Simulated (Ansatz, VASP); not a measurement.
Two plane-wave programs on LiHI

INCAR

```
  PREC = Accurate
  ENCUT = 520
  EDIFF = 1E-6
  ISMEAR = 1
  SIGMA = 0.0125
  LREAL = False
  LASPH = True
  NELM = 60
  ALGO = Normal
  ISIF = 2
  LWAVE = False
  LCHARG = True
  GGA = PE
  LELF = True
  LVHAR = True
  NBANDS = 20
```

The input KPOINTS:

```
Automatic mesh
0
Gamma
  7 7 3
```

The input POSCAR:

```
LiHI
1.0
    3.8451050000      0.0000000000      0.0000000000
    0.0000000000      3.8451050000      0.0000000000
    0.0000000000      0.0000000000      8.4448750000
Li H I
2 2 2
Direct
    0.0000000000      0.5000000000      0.1600000000
    0.5000000000      0.0000000000      0.8400000000
    0.0000000000      0.0000000000      0.0000000000
    0.5000000000      0.5000000000      0.0000000000
    0.0000000000      0.5000000000      0.6750000000
    0.5000000000      0.0000000000      0.3250000000
```

Input for Ansatz:

```yaml
crystal:
  lattice:
    - [3.845105, 0.0, 0.0]
    - [0.0, 3.845105, 0.0]
    - [0.0, 0.0, 8.444875]
  atoms:
    - { symbol: Li, position: [0.0, 0.5, 0.16] }
    - { symbol: Li, position: [0.5, 0.0, 0.84] }
    - { symbol: H, position: [0.0, 0.0, 0.0] }
    - { symbol: H, position: [0.5, 0.5, 0.0] }
    - { symbol: I, position: [0.0, 0.5, 0.675] }
    - { symbol: I, position: [0.5, 0.0, 0.325] }
  symmetry: { tolerance: 0.0003 }
kpoints:
  mp_grid: { grid: [7, 7, 3], shift: [0, 0, 0] }
  band_path:
    path:
      - [0.0, 0.0, 0.0]
      - [0.0, 0.5, 0.0]
      - [0.5, 0.5, 0.0]
      - [0.0, 0.0, 0.0]
      - [0.0, 0.0, 0.5]
      - [0.0, 0.5, 0.5]
      - [0.5, 0.5, 0.5]
      - [0.0, 0.0, 0.5]
      - [0.0, 0.5, 0.0]
      - [0.0, 0.5, 0.5]
      - [0.5, 0.5, 0.0]
    npoints: 6
magnetization:
  spin_polarized: false
scf:
  occupations: { method: methfessel_paxton, width: 0.0125 }
  lower_state_search: "off"
  max_iter: 200
hamiltonian:
  pseudopotentials: { kind: paw }
  xc: pbe
basis:
  ecutwfc: 420
  fft_grid_basis: typed
output:
  forces: true
  stress: true
  eigenvalues: true
  bader: true
  populations: true
  elf: true
  write_potential: true
  volumetric_format: npy
  dos:
    e_range: [-12, 8]
    de: 0.05
    projected: { site_lists: { H: [H], I: [I], Li: [Li] } }
checkpoint:
  read: saved_state
```

Alike in both runs: task single point; functional PBE; k mesh 7 × 7 × 3; occupations methfessel-paxton of order 1, width 0.0125 eV; no spin polarisation.

```csv
,VASP,Ansatz
version,VASP 6.6.1,Ansatz 0.2.0
potentials or method,"VASP PAW PBE potentials, release 64 (Li_sv, H, I), cutoff 520 eV",PAW plane waves
valence electrons in the cell,22,42
```

```tsv
	VASP	Ansatz	Ansatz less VASP
rms of the force components (eV/Å)	0.145	0.146	+0.0002
```

Atom by atom the forces differ by 0.000 eV/Å (rms over components). VASP's potentials hold 22 valence electrons a cell and Ansatz's 42, so a difference there can come from the potentials and not from the codes.

Spin-orbit coupling is off throughout. Noted on VASP's run: the cutoff is short for stress, so the pressure is rough.
